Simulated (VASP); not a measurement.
# Os (Fm-3m) in VASP: a series of runs

Os is run at these levels: LDA; tasks: single point.

Program: VASP 6.6.1. These are calculated values, not measurements. Logs are shortened: lines on timing, memory, paths and dates and some standing lists are left out, and cuts for length are marked.

## Step 1: The cell of the first run

It takes space group Fm-3m (No. 225, cubic). Conventional cell: a = 3.344 Å, b = 3.344 Å, c = 3.344 Å, α = 90.00°, β = 90.00°, γ = 90.00°. Os (site symmetry m-3m) has 12 Os at 2.36 Å within 3.1 Å.

## Step 2: Single point, LDA

INCAR

```
SYSTEM = Os
PREC = Accurate
ENCUT = 520
EDIFF = 1E-6
ISMEAR = -1
SIGMA = 0.08
LREAL = .FALSE.
LASPH = .TRUE.
NELM = 80
ALGO = Normal
ISIF = 2
LWAVE = .FALSE.
LCHARG = .FALSE.
GGA = CA
NBANDS = 10
```

KPOINTS

```
regular mesh
0
G
  19 19 19
  0 0 0
```

POSCAR

```
Os
1.0
    0.0000000000      1.6719464131      1.6719464131
    1.6719464131      0.0000000000      1.6719464131
    1.6719464131      1.6719464131      0.0000000000
Os
1
Direct
    0.0000000000      0.0000000000      0.0000000000
```

Potentials or basis: VASP PAW LDA potentials, release 64 (Os).

Run with:

```
cat potpaw_LDA.64/Os/POTCAR > POTCAR
mpirun -np 1 vasp_std > vasp.out
```

OUTCAR:

```text
SYSTEM = Os
   PREC = Accurate
   ENCUT = 520
   EDIFF = 1E-6
   ISMEAR = -1
   LREAL = .FALSE.
   LASPH = .TRUE.
   NELM = 80
   ISIF = 2
   GGA = CA

 ion  position               nearest neighbor table
   1  0.000  0.000  0.000-

  LATTYP: Found a face centered cubic cell.
 ALAT       =     3.3438928262

  Lattice vectors:

 A1 = (   0.0000000000,   1.6719464131,   1.6719464131)
 A2 = (   1.6719464131,   0.0000000000,   1.6719464131)
 A3 = (   1.6719464131,   1.6719464131,   0.0000000000)

Analysis of symmetry for initial positions (statically):
=====================================================================
 Subroutine PRICEL returns:
 Original cell was already a primitive cell.

 Routine SETGRP: Setting up the symmetry group for a
 face centered cubic supercell.

 Subroutine GETGRP returns: Found 48 space group operations
 (whereof 48 operations were pure point group operations)
 out of a pool of 48 trial point group operations.

The static configuration has the point symmetry O_h .

Analysis of symmetry for dynamics (positions and initial velocities):
=====================================================================
 Subroutine PRICEL returns:
 Original cell was already a primitive cell.

 Routine SETGRP: Setting up the symmetry group for a
 face centered cubic supercell.

 Subroutine GETGRP returns: Found 48 space group operations
 (whereof 48 operations were pure point group operations)
 out of a pool of 48 trial point group operations.

The dynamic configuration has the point symmetry O_h .

 Subroutine INISYM returns: Found 48 space group operations
 (whereof 48 operations are pure point group operations),
 and found     1 'primitive' translations

----------------------------------------------------------------------------------------

                                     Primitive cell

  volume of cell :       9.3475

  direct lattice vectors                    reciprocal lattice vectors
     0.000000000  1.671946413  1.671946413    -0.299052647  0.299052647  0.299052647
     1.671946413  0.000000000  1.671946413     0.299052647 -0.299052647  0.299052647
     1.671946413  1.671946413  0.000000000     0.299052647  0.299052647 -0.299052647

  length of vectors
     2.364489293  2.364489293  2.364489293     0.517974378  0.517974378  0.517974378

  position of ions in fractional coordinates (direct lattice)
     0.000000000  0.000000000  0.000000000

  ion indices of the primitive-cell ions
   primitive index   ion index
                 1           1

----------------------------------------------------------------------------------------

 KPOINTS: regular mesh

Automatic generation of k-mesh.
 Grid dimensions read from file:
 generate k-points for:   19   19   19

 Generating k-lattice:

  Cartesian coordinates                     Fractional coordinates (reciprocal lattice)
    -0.015739613  0.015739613  0.015739613     0.052631579  0.000000000  0.000000000
     0.015739613 -0.015739613  0.015739613     0.000000000  0.052631579  0.000000000
     0.015739613  0.015739613 -0.015739613     0.000000000  0.000000000  0.052631579

  Length of vectors
     0.027261809  0.027261809  0.027261809

  Shift w.r.t. Gamma in fractional coordinates (k-lattice)
     0.000000000  0.000000000  0.000000000

 Subroutine IBZKPT returns following result:
 ===========================================

 Found    220 irreducible k-points:

 Following reciprocal coordinates:
            Coordinates               Weight
  0.000000  0.000000  0.000000      1.000000
  0.052632  0.000000  0.000000      8.000000
  0.105263  0.000000  0.000000      8.000000
  0.157895  0.000000  0.000000      8.000000
  0.210526  0.000000  0.000000      8.000000
  0.263158  0.000000  0.000000      8.000000
[... 16 lines left out ...]
 -0.315789  0.052632  0.000000     24.000000
 -0.263158  0.052632  0.000000     24.000000
 [... further k-points ...]
   k-points           NKPTS =    220   k-points in BZ     NKDIM =    220   number of bands    NBANDS=     10
   number of dos      NEDOS =    301   number of ions     NIONS =      1
   total plane-waves  NPLWV =   5832
   dimension x,y,z NGX =    18 NGY =   18 NGZ =   18
   dimension x,y,z NGXF=    36 NGYF=   36 NGZF=   36
   ions per type =               1
   NGX,Y,Z   is equivalent  to a cutoff of  12.66, 12.66, 12.66 a.u.
   NGXF,Y,Z  is equivalent  to a cutoff of  25.31, 25.31, 25.31 a.u.
 SYSTEM =  Os
   PREC   = accura    normal or accurate (medium, high low for compatibility)
   ISTART =      0    job   : 0-new  1-cont  2-samecut
   ICHARG =      2    charge: 1-file 2-atom 10-const
   ISPIN  =      1    spin polarized calculation?
   LNONCOLLINEAR =      F non collinear calculations
   LSORBIT =      F    spin-orbit coupling
   LASPH  =      T    aspherical Exc in radial PAW
   ENCUT  =  520.0 eV  38.22 Ry    6.18 a.u.   4.40  4.40  4.40*2*pi/ulx,y,z
   NELM   =     80;   NELMIN=  2; NELMDL= -5     # of ELM steps
   EDIFF  = 0.1E-05   stopping-criterion for ELM
   LREAL  =      F    real-space projection
[... 7 lines left out ...]
   TEBEG  =    0.0;   TEEND  =   0.0 temperature during run
   PSTRESS=    0.0 pullay stress
   NELECT =       8.0000    total number of electrons
   NUPDOWN=      -1.0000    fix difference up-down
   EMIN   =  10.00;   EMAX   =-10.00  energy-range for DOS
   EFERMI =   0.00;   METHOD = LEGACY
   ISMEAR =    -1;   SIGMA  =   0.08  broadening in eV -4-tet -1-fermi 0-gaus
   EFERMI_NEDOS =   21; number of points for ismear=-14 and -15
   IALGO  =     38    algorithm
   IMIX   =      4    mixing-type and parameters
     AMIX     =   0.40;   BMIX     =  1.00
     AMIX_MAG =   1.60;   BMIX_MAG =  1.00
  volume/ion in A,a.u.               =       9.35        63.08
  Fermi-wavevector in a.u.,A,eV,Ry     =   1.554315  2.937230 32.870264  2.415896
  Thomas-Fermi vector in A             =   2.658419
   LORBIT       =      0    0 simple, 1 ext, 2 COOP (PROOUT), +10 PAW based schemes
   GGA     = CA    functional components
   LHFCALC =     F    Hartree Fock is set to
   AEXX    =    0.0000 exact exchange contribution
   IVDW    =     0    specifies the selected vdW correction
   LEPSILON=     F    determine dielectric tensor
   LRPA    =     F    only Hartree local field effects (RPA)
 non-spin polarized calculation
  energy-cutoff  :      520.00
  volume of cell :        9.35
 maximum number of plane-waves:       265
 NGX is ok and might be reduce to    18
   NGX =  9   NGY =  9   NGZ =  9

 number of electron       8.0000001 magnetization

 Free energy of the ion-electron system (eV)
  ---------------------------------------------------
  ext. energy  EPLUGINS =         0.00000000
  ---------------------------------------------------
  free energy    TOTEN  =        -8.37801463 eV

  energy without entropy =       -8.36989550  energy(sigma->0) =       -8.37395506

 E-fermi :  16.8578     XC(G=0): -16.5391

 val. band max:       16.8430466971   @ k =   0.0000   0.0000   0.0000
 cond. band min:      16.8899377162   @ k =   0.4737   0.3158   0.1053
 fundamental gap:      0.0468910192
 Fermi energy:        16.8578428655

 k-point     1 :       0.0000    0.0000    0.0000
  band No.  band energies     occupation
      1       2.3481      2.00000
      2      11.2246      2.00000
      3      11.2246      2.00000
      4      11.2246      2.00000
      5      16.8430      1.09221
      6      16.8430      1.09221
      7      30.0378      0.00000
      8      38.6195      0.00000
      9      38.6195      0.00000
     10      38.6195      0.00000

 k-point     2 :       0.0526    0.0000    0.0000
  band No.  band energies     occupation
      1       2.5669      2.00000
      2      11.0777      2.00000
      3      11.3291      2.00000
      4      11.3291      2.00000
      5      16.7351      1.64541
      6      16.7351      1.64541
      7      30.4620      0.00000
      8      37.6791      0.00000
      9      39.0234      0.00000
     10      39.0234      0.00000

 k-point     3 :       0.1053    0.0000    0.0000
  band No.  band energies     occupation
      1       3.1793      2.00000
      2      10.7240      2.00000
      3      11.6064      2.00000
      4      11.6064      2.00000
      5      16.4824      1.98185
      6      16.4824      1.98185
      7      31.6040      0.00000
      8      36.0456      0.00000
      9      40.1933      0.00000
     10      40.1933      0.00000

 k-point     4 :       0.1579    0.0000    0.0000
  band No.  band energies     occupation
      1       4.0316      2.00000
      2      10.4038      2.00000
      3      11.9311      2.00000
      4      11.9311      2.00000
      5      16.2913      1.99832
      6      16.2913      1.99832
      7      32.6479      0.00000
      8      35.1939      0.00000
      9      42.0282      0.00000
     10      42.0282      0.00000

 k-point     5 :       0.2105    0.0000    0.0000
  band No.  band energies     occupation
      1       4.8116      2.00000
      2      10.4896      2.00000
      3      12.0879      2.00000
      4      12.0879      2.00000
      5      16.4554      1.98701
      6      16.4554      1.98701
      7      31.9136      0.00000
      8      36.7779      0.00000
      9      44.4110      0.00000
     10      44.4110      0.00000

 k-point     6 :       0.2632    0.0000    0.0000
  band No.  band energies     occupation
      1       5.1651      2.00000
      2      11.3370      2.00000
      3      11.9495      2.00000
      4      11.9495      2.00000
      5      17.1432      0.05491
      6      17.1432      0.05491
      7      30.7799      0.00000
      8      39.0415      0.00000
      9      47.2290      0.00000
     10      47.2290      0.00000

 k-point     7 :       0.3158    0.0000    0.0000
  band No.  band energies     occupation
      1       5.0961      2.00000
      2      11.6240      2.00000
      3      11.6240      2.00000
      4      12.8763      2.00000
      5      18.2328      0.00000
      6      18.2328      0.00000
      7      29.8782      0.00000
      8      39.8593      0.00000
      9      47.3828      0.00000
     10      48.3394      0.00000

 k-point     8 :       0.3684    0.0000    0.0000
  band No.  band energies     occupation
      1       4.8611      2.00000
      2      11.2737      2.00000
      3      11.2737      2.00000
      4      14.7041      2.00000
      5      19.4761      0.00000
      6      19.4761      0.00000
      7      29.3515      0.00000
      8      37.8993      0.00000
      9      45.2860      0.00000
     10      45.2860      0.00000

 k-point     9 :       0.4211    0.0000    0.0000
  band No.  band energies     occupation
      1       4.6392      2.00000
      2      10.9998      2.00000
      3      10.9998      2.00000
      4      16.3748      1.99524
      5      20.5960      0.00000
      6      20.5960      0.00000
      7      29.3137      0.00000
      8      35.2255      0.00000
      9      42.9619      0.00000
     10      42.9619      0.00000
[... 118 lines left out ...]
 k-point    19 :       0.4737    0.0526    0.0000
  band No.  band energies     occupation
      1       4.7328      2.00000
      2      10.6291      2.00000
      3      11.0872      2.00000
      4      16.5009      1.97719
      5      21.3669      0.00000
      6      21.5544      0.00000
      7      29.9893      0.00000
      8      33.4711      0.00000
      9      41.6529      0.00000
     10      42.5827      0.00000

 k-point    20 :      -0.4737    0.0526    0.0000
  band No.  band energies     occupation
      1       4.6927      2.00000
      2      10.6096      2.00000
      3      11.0011      2.00000
      4      16.8990      0.74857
      5      21.2352      0.00000
      6      22.1240      0.00000
      7      30.3230      0.00000
      8      32.5830      0.00000
      9      41.6567      0.00000
     10      41.7285      0.00000

 k-point    21 :      -0.4211    0.0526    0.0000
  band No.  band energies     occupation
      1       4.7816      2.00000
      2      10.7482      2.00000
      3      11.0656      2.00000
      4      16.2529      1.99896
      5      20.4278      0.00000
      6      21.9228      0.00000
      7      29.8297      0.00000
      8      34.1779      0.00000
      9      42.0256      0.00000
     10      43.0669      0.00000

 k-point    22 :      -0.3684    0.0526    0.0000
  band No.  band energies     occupation
      1       4.9806      2.00000
      2      11.0245      2.00000
      3      11.2751      2.00000
      4      14.8246      2.00000
      5      19.1981      0.00000
      6      21.0630      0.00000
      7      29.6949      0.00000
      8      36.7363      0.00000
      9      43.5291      0.00000
     10      45.4133      0.00000

 k-point    23 :      -0.3158    0.0526    0.0000
  band No.  band energies     occupation
      1       5.2297      2.00000
      2      11.3883      2.00000
      3      11.5998      2.00000
      4      13.0895      2.00000
      5      17.8420      0.00001
      6      19.8473      0.00000
      7      30.0813      0.00000
      8      39.2816      0.00000
      9      45.2062      0.00000
     10      48.0471      0.00000

 k-point    24 :      -0.2632    0.0526    0.0000
  band No.  band energies     occupation
      1       5.3866      2.00000
      2      11.3498      2.00000
      3      11.9096      2.00000
      4      11.9643      2.00000
      5      16.6148      1.90852
      6      18.5965      0.00000
      7      30.8695      0.00000
      8      39.6847      0.00000
      9      45.8208      0.00000
     10      47.3251      0.00000

 [... further k-points ...]

------------------------ aborting loop because EDIFF is reached ----------------------------------------

  FORCE on cell =-STRESS in cart. coord.  units (eV):
  Direction    XX          YY          ZZ          XY          YZ          ZX
  --------------------------------------------------------------------------------------
  -------------------------------------------------------------------------------------
  Total       24.9766740     24.9766740     24.9766740      0.0000000      0.0000000      0.0000000
  in kB     4281.0286035   4281.0286035   4281.0286035      0.0000000      0.0000000      0.0000000
  external PRESSURE =    4281.0286035 kB  Pullay stress =       0.0000000 kB

 VOLUME and BASIS-vectors are now :
 -----------------------------------------------------------------------------
  energy-cutoff  :      520.00
  volume of cell :        9.35
      direct lattice vectors                 reciprocal lattice vectors
     0.000000000  1.671946413  1.671946413    -0.299052647  0.299052647  0.299052647
     1.671946413  0.000000000  1.671946413     0.299052647 -0.299052647  0.299052647
     1.671946413  1.671946413  0.000000000     0.299052647  0.299052647 -0.299052647

 POSITION                                       TOTAL-FORCE (eV/Angst)
 -----------------------------------------------------------------------------------
      0.00000      0.00000      0.00000         0.000000     -0.000000      0.000000
 -----------------------------------------------------------------------------------
    total drift:                               -0.000000      0.000000     -0.000000

  FREE ENERGIE OF THE ION-ELECTRON SYSTEM (eV)
  ---------------------------------------------------
  free  energy   TOTEN  =        -8.3780146305 eV

  energy  without entropy=       -8.3698954967  energy(sigma->0) =       -8.37395506
```

It took 7.1 s on 1 thread of Intel Xeon 6975P-C (Granite Rapids), shared host; peak memory 0.13 GiB.

Results:

```yaml
Free_energy: -8.3780 eV
Pressure: 428.1 GPa
Band_gap_on_the_k_mesh: zero (band 4 reaches 21.41 eV, above the bottom of band 5 at 14.12 eV)
```

Caveat: spin-orbit coupling is left out, which moves the levels of the heavy elements.

[end of part 1 of 2]
